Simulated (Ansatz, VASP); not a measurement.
# One calculation of SrO, two programs

```
Sr O
1.0
     0.00000    2.60569    2.60569
     2.60569    0.00000    2.60569
     2.60569    2.60569    0.00000
Sr O
1 1
Direct
  0.00000 0.00000 0.00000
  0.50000 0.50000 0.50000
```

Change from the starting cell: hydrostatic strain +1.0%.

Alike in both runs: task single point; functional HSE06; k mesh 6 × 6 × 6; no spin polarisation.

|  | VASP | Ansatz |
| --- | --- | --- |
| version | VASP 6.6.1 | Ansatz 0.2.0 |
| potentials or method | VASP PAW PBE potentials, release 64 (Sr_sv, O) | plane waves, PAW |
| plane-wave cutoff (eV) | 520 | 420 |
| occupations | gaussian, width 0.01 eV | fixed |
| valence electrons in the cell | 16 | 16 |

|  | VASP | Ansatz | Ansatz less VASP |
| --- | --- | --- | --- |
| gap on the k mesh at the Fermi level (eV) | 4.75 | 4.80 | +0.048 |
| pressure (GPa) | -2.4 | -2.9 | -0.46 |

Ansatz's warnings: stress exchange threshold loose, stress scf threshold loose.
